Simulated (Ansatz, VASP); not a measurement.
**Two plane-wave programs on CdS**

```xyz
2
Lattice="0.0000 2.8783 2.8783 2.8783 0.0000 2.8783 2.8783 2.8783 0.0000" Properties=species:S:1:pos:R:3 pbc="T T T"
Cd    0.0000    0.0000    0.0000
S     4.3174    4.3174    4.3174
```

Alike in both runs: functional LDA; k mesh 8 × 8 × 8; occupations gaussian, width 0.02 eV; no spin polarisation.

Ansatz relaxed the structure, and its values are those at the end. VASP's run is a single point on that final structure, the one shown.

|  | VASP | Ansatz |
| --- | --- | --- |
| version | VASP 6.6.1 | Ansatz 0.2.0 |
| potentials or method | VASP PAW LDA potentials, release 64 (Cd, S), cutoff 500 eV | scalar-relativistic, plane waves, PAW |
| valence electrons in the cell | 18 | 26 |

VASP gave:

| Quantity | Value |
| --- | --- |
| gap on the k mesh at the Fermi level (eV) | 0.98 |
| least direct gap on the mesh (eV) | 0.98 |
| pressure (GPa) | 0.5 |

**Question.** Which values does Ansatz return?

**Answer.** gap on the k mesh at the Fermi level (eV): 0.95; least direct gap on the mesh (eV): 0.95; pressure (GPa): 0.0.

LDA's correlation is that of Perdew and Zunger in VASP and of Perdew and Wang (1992) in Ansatz. VASP's potentials hold 18 valence electrons a cell and Ansatz's 26, so a difference there can come from the potentials and not from the codes.
